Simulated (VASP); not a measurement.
Write the native input for VASP 6.6.1 that does the following.

```yaml
Task: single point
Functional: PBE
Potentials_or_basis: VASP PAW PBE potentials, release 64 (Mn_pv, Hg)
Cutoff: 520 eV
k_mesh: 11 × 11 × 11
Occupations: fermi-dirac, width 0.08 eV
Spin: collinear spin, ferromagnetic start
Starting_moments: "[4.0, 0.0] μB"
Dipole_correction: no
Further_INCAR_settings: ALGO = Normal; EDIFF = 1e-06; NBANDS = 24
```

The structure of MnHg lies in POSCAR:

```
MnHg
1.0
    3.3369542822      0.0000000000      0.0000000000
    0.0000000000      3.3369542822      0.0000000000
    0.0000000000      0.0000000000      3.3369542822
Mn Hg
1 1
Direct
    0.5000000000      0.5000000000      0.5000000000
    0.0000000000      0.0000000000      0.0000000000
```

The input as run:

INCAR

```
PREC     = Accurate       # precision mode
ENCUT    = 520            # plane-wave cutoff, eV
EDIFF    = 1E-6           # SCF threshold, eV
ISMEAR   = -1             # smearing method
SIGMA    = 0.08           # smearing width, eV
LREAL    = False          # projectors in reciprocal space
LASPH    = True           # aspherical terms in the spheres
NELM     = 150            # most SCF steps
ALGO     = Normal         # electronic algorithm
ISIF     = 2              # what is computed and relaxed
LWAVE    = False          # write WAVECAR
LCHARG   = False          # write CHGCAR
ISPIN    = 2              # spin polarisation
MAGMOM   = 4 0            # initial moments
LORBIT   = 11             # projections on sites
LMAXMIX  = 4              # l up to which the mixer works
GGA      = PE             # functional
NBANDS   = 24             # bands
```

KPOINTS

```
Automatic mesh
0
Gamma
  11 11 11
```

Potentials or basis: VASP PAW PBE potentials, release 64 (Mn_pv, Hg).

Launch:

```sh
$ cat potpaw_PBE.64/Mn_pv/POTCAR potpaw_PBE.64/Hg/POTCAR > POTCAR
$ mpirun -np 1 vasp_std > vasp.out
```

It gave:

```yaml
Pressure: -0.5 GPa
Net_moment: 3.97 μB per cell
Site_moments: Mn +3.87; Hg -0.05 μB
Valence_electrons_inside_the_program's_atomic_spheres: Mn 11.38; Hg 10.57
```

Wall time 99 s on 1 thread of Oxide Virtual Turin-like Processor (shared host), peak memory 0.19 GiB.
